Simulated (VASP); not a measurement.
Here is a VASP 6.6.1 calculation.

Contents of INCAR:

```
SYSTEM = AlAs
  PREC = Accurate
  ENCUT = 500
  EDIFF = 1E-6
  ISMEAR = 0
  SIGMA = 0.01
  LREAL = .False.
  LASPH = .True.
  NELM = 120
  ALGO = Normal
  ISIF = 2
  LWAVE = .False.
  LCHARG = .False.
  GGA = PE
  NBANDS = 11
  GGA_COMPAT = .False.
```

Contents of KPOINTS:

```
Automatic mesh
0
Gamma
  4 4 4
  0 0 0
```

POSCAR

```
AlAs
1.0
    0.0000000000      2.8673138841      2.8673138841
    2.8673138841      0.0000000000      2.8673138841
    2.8673138841      2.8673138841      0.0000000000
Al As
1 1
Direct
    0.0000000000      0.0000000000      0.0000000000
    0.2500000000      0.2500000000      0.2500000000
```

Potentials or basis: VASP PAW PBE potentials, release 64 (Al, As).

The run is started by

```console
$ cat potpaw_PBE.64/Al/POTCAR potpaw_PBE.64/As/POTCAR > POTCAR
$ mpirun -np 1 vasp_std > vasp.out
```

Problem. Predict the pressure.

Solution. 0.2 GPa.

Problem. Estimate the band gap on the k mesh.

Solution. 1.48 eV, indirect (least direct gap 1.75 eV).

Caveat: the k points lie up to 0.47 Å⁻¹ apart; the cell differs from its parent crystal (strain +1.0%). A k mesh can miss the band edges.
